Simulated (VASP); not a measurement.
# SiO2 (P6_422) in VASP: a series of runs

SiO2 is run at these levels: r2SCAN+D3(BJ), PBE0, r2SCAN+rVV10, r2SCAN; tasks: relaxation of cell and atoms, single point.

Everything below comes from runs of VASP 6.6.1. Logs are shortened: lines on timing, memory, paths and dates and some standing lists are left out, and cuts for length are marked.

## (1) The cell of the first run

The structure is hexagonal, space group P6_422 (No. 181). Conventional cell: a = 5.061 Å, b = 5.061 Å, c = 5.541 Å, α = 90.00°, β = 90.00°, γ = 120.00°. Within 2.1 Å of Si (site symmetry 222) lie 4 O at 1.61 Å. O (site symmetry 2) has 2 Si at 1.61 Å within 2.1 Å.

## (2) Relaxation of cell and atoms, r2SCAN+D3(BJ)

Contents of POSCAR:

```
SiO2
1.0
    5.0605222284      0.0000000000      0.0000000000
   -2.5302611142      4.3825408062      0.0000000000
    0.0000000000      0.0000000000      5.5413533100
Si O
3 6
Direct
    0.5000000000      0.0000000000      0.0000000000
    0.5000000000      0.5000000000      0.6666666667
    0.0000000000      0.5000000000      0.3333333333
    0.2086053700      0.7913946300      0.1666666667
    0.2086053700      0.4172107400      0.5000000000
    0.4172107400      0.2086053700      0.8333333333
    0.7913946300      0.2086053700      0.1666666667
    0.7913946300      0.5827892600      0.5000000000
    0.5827892600      0.7913946300      0.8333333333
```

Contents of INCAR.step1:

```
ALGO     = Normal         # electronic algorithm
EDIFF    = 1E-5           # SCF threshold, eV
EDIFFG   = -0.005         # ionic threshold
ENCUT    = 660            # plane-wave cutoff, eV
GGA      = PE             # functional
GGA_COMPAT= F            
IBRION   = 2              # ionic algorithm
ISIF     = 3              # what is computed and relaxed
ISMEAR   = -1             # smearing method
LASPH    = T              # aspherical terms in the spheres
LCHARG   = F              # write CHGCAR
LREAL    = F              # projectors in reciprocal space
LWAVE    = T              # write WAVECAR
NELM     = 120            # most SCF steps
NELMIN   = 4            
NSW      = 100            # ionic steps
PREC     = Accurate       # precision mode
SIGMA    = 0.05           # smearing width, eV
```

Contents of INCAR.step2:

```
ALGO     = Normal         # electronic algorithm
EDIFF    = 1E-7           # SCF threshold, eV
EDIFFG   = -0.01          # ionic threshold
ENCUT    = 660            # plane-wave cutoff, eV
GGA_COMPAT= F            
IBRION   = 2              # ionic algorithm
ISIF     = 3              # what is computed and relaxed
ISMEAR   = -1             # smearing method
ISTART   = 1            
IVDW     = 12             # dispersion correction
LASPH    = T              # aspherical terms in the spheres
LCHARG   = F              # write CHGCAR
LMIXTAU  = T            
LREAL    = F              # projectors in reciprocal space
LWAVE    = F              # write WAVECAR
METAGGA  = R2SCAN         # meta-GGA
NELM     = 120            # most SCF steps
NELMIN   = 4            
NSW      = 60             # ionic steps
PREC     = Accurate       # precision mode
SIGMA    = 0.05           # smearing width, eV
VDW_A1   = 0.49484001   
VDW_A2   = 5.73083694   
VDW_S6   = 1.0          
VDW_S8   = 0.78981345
```

Contents of KPOINTS:

```
k-points
0
Gamma
  6 6 5
```

Potentials or basis: VASP PAW PBE potentials, release 64 (Si, O).

Run with:

```sh
cat potpaw_PBE.64/Si/POTCAR potpaw_PBE.64/O/POTCAR > POTCAR
cp INCAR.step1 INCAR
mpirun -np 1 vasp_std > vasp.out
cp INCAR.step2 INCAR
mpirun -np 1 vasp_std > vasp.out
```

OUTCAR:

```text
EDIFF = 1E-7
   EDIFFG = -0.01
   ENCUT = 660
   IBRION = 2
   ISIF = 3
   ISMEAR = -1
   ISTART = 1
   IVDW = 12
   LASPH = T
   LREAL = F
   METAGGA = R2SCAN
   NELM = 120
   NELMIN = 4
   NSW = 60
   PREC = Accurate
 IVDW          = 12

 ion  position               nearest neighbor table
   1  0.500  0.000  0.000-   6 1.61   9 1.61   7 1.61   4 1.61   2 3.13   3 3.13   2 3.13   3 3.13

   2  0.500  0.500  0.667-   6 1.61   9 1.61   8 1.61   5 1.61   1 3.13   1 3.13   3 3.13   3 3.13

   3  0.000  0.500  0.333-   4 1.61   7 1.61   5 1.61   8 1.61   1 3.13   1 3.13   2 3.13   2 3.13

   4  0.209  0.791  0.167-   3 1.61   1 1.61
   5  0.209  0.417  0.500-   2 1.61   3 1.61
   6  0.417  0.209  0.833-   2 1.61   1 1.61
   7  0.791  0.209  0.167-   3 1.61   1 1.61
   8  0.791  0.583  0.500-   2 1.61   3 1.61
   9  0.583  0.791  0.833-   2 1.61   1 1.61

  LATTYP: Found a hexagonal cell.
 ALAT       =     5.0605222284
 C/A-ratio  =     1.0950160991

  Lattice vectors:

 A1 = (   5.0605222284,   0.0000000000,   0.0000000000)
 A2 = (  -2.5302611142,   4.3825408062,   0.0000000000)
 A3 = (   0.0000000000,   0.0000000000,   5.5413533100)

Analysis of symmetry for initial positions (statically):
=====================================================================
 Subroutine PRICEL returns:
 Original cell was already a primitive cell.

 Routine SETGRP: Setting up the symmetry group for a
 hexagonal supercell.

 Subroutine GETGRP returns: Found 12 space group operations
 (whereof  4 operations were pure point group operations)
 out of a pool of 24 trial point group operations.

The static configuration has the point symmetry D_2 .
 The point group associated with its full space group is D_6 .

Analysis of symmetry for dynamics (positions and initial velocities):
=====================================================================
 Subroutine PRICEL returns:
 Original cell was already a primitive cell.

 Routine SETGRP: Setting up the symmetry group for a
 hexagonal supercell.

 Subroutine GETGRP returns: Found 12 space group operations
 (whereof  4 operations were pure point group operations)
 out of a pool of 24 trial point group operations.

The dynamic configuration has the point symmetry D_2 .
 The point group associated with its full space group is D_6 .

 Subroutine INISYM returns: Found 12 space group operations
 (whereof  4 operations are pure point group operations),
 and found     1 'primitive' translations

----------------------------------------------------------------------------------------

                                     Primitive cell

  volume of cell :     122.8958

  direct lattice vectors                    reciprocal lattice vectors
     5.060522228  0.000000000  0.000000000     0.197608064  0.114089069  0.000000000
    -2.530261114  4.382540806  0.000000000     0.000000000  0.228178138  0.000000000
     0.000000000  0.000000000  5.541353310     0.000000000  0.000000000  0.180461332

  length of vectors
     5.060522228  5.060522228  5.541353310     0.228178138  0.228178138  0.180461332

  position of ions in fractional coordinates (direct lattice)
     0.500000000  0.000000000  0.000000000
     0.500000000  0.500000000  0.666666667
     0.000000000  0.500000000  0.333333333
     0.208605370  0.791394630  0.166666667
     0.208605370  0.417210740  0.500000000
     0.417210740  0.208605370  0.833333333
     0.791394630  0.208605370  0.166666667
     0.791394630  0.582789260  0.500000000
     0.582789260  0.791394630  0.833333333

  ion indices of the primitive-cell ions
   primitive index   ion index
                 1           1
                 2           2
                 3           3
                 4           4
                 5           5
                 6           6
                 7           7
                 8           8
                 9           9

----------------------------------------------------------------------------------------

 KPOINTS: k-points

Automatic generation of k-mesh.
 Grid dimensions read from file:
 generate k-points for:    6    6    5

 Generating k-lattice:

  Cartesian coordinates                     Fractional coordinates (reciprocal lattice)
     0.032934677  0.019014845  0.000000000     0.166666667  0.000000000  0.000000000
     0.000000000  0.038029690  0.000000000     0.000000000  0.166666667  0.000000000
     0.000000000  0.000000000  0.036092266     0.000000000  0.000000000  0.200000000

  Length of vectors
     0.038029690  0.038029690  0.036092266

  Shift w.r.t. Gamma in fractional coordinates (k-lattice)
     0.000000000  0.000000000  0.000000000

 Subroutine IBZKPT returns following result:
 ===========================================

 Found     21 irreducible k-points:

 Following reciprocal coordinates:
            Coordinates               Weight
  0.000000  0.000000  0.000000      1.000000
  0.166667  0.000000  0.000000      6.000000
  0.333333  0.000000  0.000000      6.000000
  0.500000  0.000000  0.000000      3.000000
  0.166667  0.166667  0.000000      6.000000
  0.333333  0.166667  0.000000     12.000000
[... 13 lines left out ...]
  0.333333  0.166667  0.400000     24.000000
  0.333333  0.333333  0.400000      4.000000
   k-points           NKPTS =     21   k-points in BZ     NKDIM =     21   number of bands    NBANDS=     29
   number of dos      NEDOS =    301   number of ions     NIONS =      9
   total plane-waves  NPLWV =  84672
   dimension x,y,z NGX =    42 NGY =   42 NGZ =   48
   dimension x,y,z NGXF=    84 NGYF=   84 NGZF=   96
   ions per type =               3   6
   NGX,Y,Z   is equivalent  to a cutoff of  13.80, 13.80, 14.40 a.u.
   NGXF,Y,Z  is equivalent  to a cutoff of  27.60, 27.60, 28.80 a.u.
 SYSTEM =  unknown system
   PREC   = accura    normal or accurate (medium, high low for compatibility)
   ISTART =      1    job   : 0-new  1-cont  2-samecut
   ICHARG =      0    charge: 1-file 2-atom 10-const
   ISPIN  =      1    spin polarized calculation?
   LNONCOLLINEAR =      F non collinear calculations
   LSORBIT =      F    spin-orbit coupling
   LASPH  =      T    aspherical Exc in radial PAW
   ENCUT  =  660.0 eV  48.51 Ry    6.96 a.u.  10.60 10.60 11.61*2*pi/ulx,y,z
   NELM   =    120;   NELMIN=  4; NELMDL=  0     # of ELM steps
   EDIFF  = 0.1E-06   stopping-criterion for ELM
   LREAL  =      F    real-space projection
   EDIFFG = -.1E-01   stopping-criterion for IOM
   NSW    =     60    number of steps for IOM
   IBRION =      2    ionic relax: 0-MD 1-quasi-New 2-CG
   NFREE  =      1    steps in history (QN), initial steepest desc. (CG)
   ISIF   =      3    stress and relaxation
   ISYM   =      2    0-nonsym 1-usesym 2-fastsym
   POTIM  = 0.5000    time-step for ionic-motion
   TEBEG  =    0.0;   TEEND  =   0.0 temperature during run
   PSTRESS=    0.0 pullay stress
   NELECT =      48.0000    total number of electrons
   NUPDOWN=      -1.0000    fix difference up-down
   EMIN   =  10.00;   EMAX   =-10.00  energy-range for DOS
   EFERMI =   0.00;   METHOD = LEGACY
   ISMEAR =    -1;   SIGMA  =   0.05  broadening in eV -4-tet -1-fermi 0-gaus
   EFERMI_NEDOS =   21; number of points for ismear=-14 and -15
   IALGO  =     38    algorithm
   IMIX   =      4    mixing-type and parameters
     AMIX     =   0.40;   BMIX     =  1.00
     AMIX_MAG =   1.60;   BMIX_MAG =  1.00
  volume/ion in A,a.u.               =      13.66        92.15
  Fermi-wavevector in a.u.,A,eV,Ry     =   1.196675  2.261388 19.483963  1.432031
  Thomas-Fermi vector in A             =   2.332609
   LORBIT       =      0    0 simple, 1 ext, 2 COOP (PROOUT), +10 PAW based schemes
   METAGGA = R2SCAN    functional components
   LHFCALC =     F    Hartree Fock is set to
   AEXX    =    0.0000 exact exchange contribution
   IVDW    =    12    specifies the selected vdW correction
   LEPSILON=     F    determine dielectric tensor
   LRPA    =     F    only Hartree local field effects (RPA)
 conjugate gradient relaxation of ions
 non-spin polarized calculation
  energy-cutoff  :      660.00
  volume of cell :      122.90
 maximum number of plane-waves:      4769
   NGX = 21   NGY = 21   NGZ = 23

--------------------------------------- Ionic step        1  -------------------------------------------

 number of electron      48.0000008 magnetization

 Free energy of the ion-electron system (eV)
  ---------------------------------------------------
  ext. energy  EPLUGINS =         0.00000000
  ---------------------------------------------------
  free energy    TOTEN  =       -89.40429292 eV

  energy without entropy =      -89.40429292  energy(sigma->0) =      -89.40429292

------------------------ aborting loop because EDIFF is reached ----------------------------------------

 Edisp (eV)   -0.57714

 E8    (eV) :    -0.1497

  FORCE on cell =-STRESS in cart. coord.  units (eV):
  Direction    XX          YY          ZZ          XY          YZ          ZX
  --------------------------------------------------------------------------------------
  -------------------------------------------------------------------------------------
  Total      -0.63670    -0.63670    -0.61477     0.00000     0.00000     0.00000
  in kB      -8.30063    -8.30063    -8.01467     0.00000     0.00000     0.00000
  external pressure =       -8.21 kB  Pullay stress =        0.00 kB
[... 169 lines left out ...]
  energy  without entropy=      -89.9833330402  energy(sigma->0) =      -89.98333304

--------------------------------------- Ionic step        5  -------------------------------------------

 number of electron      48.0000006 magnetization

 Free energy of the ion-electron system (eV)
  ---------------------------------------------------
  ext. energy  EPLUGINS =         0.00000000
  ---------------------------------------------------
  free energy    TOTEN  =       -89.40284233 eV

  energy without entropy =      -89.40284233  energy(sigma->0) =      -89.40284233

 E-fermi :   1.2970     XC(G=0):  -9.2280

 val. band max:        0.1164720523   @ k =   0.0000   0.0000   0.4000
 cond. band min:       6.4355264853   @ k =   0.0000   0.0000   0.0000
 fundamental gap:      6.3190544330
 Fermi energy:         1.2969634912

 k-point     1 :       0.0000    0.0000    0.0000
  band No.  band energies     occupation
      1     -20.3301      2.00000
      2     -18.8740      2.00000
      3     -18.8740      2.00000
      4     -18.2874      2.00000
      5     -18.2475      2.00000
      6     -18.2475      2.00000
[... 701 lines left out ...]
  FREE ENERGIE OF THE ION-ELECTRON SYSTEM (eV)
  ---------------------------------------------------
  free  energy   TOTEN  =       -89.9836227767 eV

  energy  without entropy=      -89.9836227767  energy(sigma->0) =      -89.98362278

 reached required accuracy - stopping structural energy minimisation
```

Run time: 14 min. Hardware: 1 thread of Intel Xeon 6975P-C (Granite Rapids), shared host; peak memory 0.36 GiB.

What came out:

```
Free energy                           : -89.9836 eV
Relaxed volume                        : 13.57 Å³/atom
Relaxed cell                          : a = 5.050 Å, b = 5.050 Å, c = 5.532 Å, α = 90.00°, β = 90.00°, γ = 120.00°
Space group after relaxing (to 0.1 Å) : P6_422 (No. 181)
Energy gained by relaxing             : 0.2 meV/atom
Ionic steps                           : 5
Pressure after relaxing               : 0.0 GPa
Band gap on the k mesh                : 6.32 eV (least direct gap 6.51 eV)
Dispersion energy per atom            : -0.065 eV
```

Stress tensor (GPa, compression positive):
```
-0.04  0.00  0.00
 0.00 -0.04  0.00
 0.00  0.00  0.04
```

The path:
```
step  energy change (eV)  largest force (eV/Å)  pressure (GPa)  volume (Å³)
   1              0.0000                0.0151           -0.82       122.90
   2              0.0008                0.0892            1.09       121.66
   3             -0.0014                0.0475            0.02       122.35
   4             -0.0019                0.0288            0.00       122.27
   5             -0.0022                0.0015           -0.02       122.16
```

Final structure:
```xyz
9
Lattice="5.0497 0.0000 0.0000 -2.5249 4.3732 0.0000 0.0000 0.0000 5.5317" Properties=species:S:1:pos:R:3 pbc="T T T"
Si    2.5249    0.0000    0.0000
Si    1.2624    2.1866    3.6878
Si   -1.2624    2.1866    1.8439
O    -0.9495    3.4636    0.9219
O     0.0000    1.8191    2.7658
O     1.5754    0.9095    4.6097
O     3.4743    0.9095    0.9219
O     2.5249    2.5541    2.7658
O     0.9495    3.4636    4.6097
```

Caveat: the PAW data sets were made with another functional, which shifts forces and pressure a little.

(Part 1 of 2 ends here.)
